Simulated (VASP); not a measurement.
A run of VASP 6.6.1:

File INCAR:

```
PREC     = Accurate       # precision mode
ENCUT    = 520            # plane-wave cutoff, eV
EDIFF    = 1E-7           # SCF threshold, eV
ISMEAR   = 0              # smearing method
SIGMA    = 0.05           # smearing width, eV
LREAL    = F              # projectors in reciprocal space
LASPH    = T              # aspherical terms in the spheres
NELM     = 60             # most SCF steps
ALGO     = Normal         # electronic algorithm
ISIF     = 2              # what is computed and relaxed
LWAVE    = F              # write WAVECAR
LCHARG   = F              # write CHGCAR
LDIPOL   = T            
IDIPOL   = 3            
DIPOL    = 0.5 0.5 0.389
GGA      = PE             # functional
IVDW     = 12             # dispersion correction
NBANDS   = 35             # bands
```

KPOINTS

```
regular mesh
0
Gamma
  9 9 1
```

Contents of POSCAR:

```
WSe2
1.0
    3.2854926884      0.0000000000      0.0000000000
   -1.6427463442      2.8453201321      0.0000000000
    0.0000000000      0.0000000000     24.2386466672
Se W
4 2
Direct
    0.3333333333      0.6666666667      0.1856539295
    0.3333333333      0.6666666667      0.3246601777
    0.6666666667      1.3333333333      0.4529676712
    0.6666666667      1.3333333333      0.5919739193
    0.6666666667      0.3333333333      0.2551570536
    1.0000000000      1.0000000000      0.5224707953
```

Potentials or basis: VASP PAW PBE potentials, release 64 (Se, W_sv).

The run is started by

```bash
$ cat potpaw_PBE.64/Se/POTCAR potpaw_PBE.64/W_sv/POTCAR > POTCAR
$ mpirun -np 1 vasp_std > vasp.out
```

Hardware: 1 thread of Intel(R) Xeon(R) Platinum 8488C (Sapphire Rapids), on a shared host.

Task: Estimate the wall time of this run.

Result: Run time: 2.1 min on 1 thread of Intel(R) Xeon(R) Platinum 8488C (Sapphire Rapids), on a shared host, peak memory 0.36 GiB. Counts: scf iterations 24, k points 12.
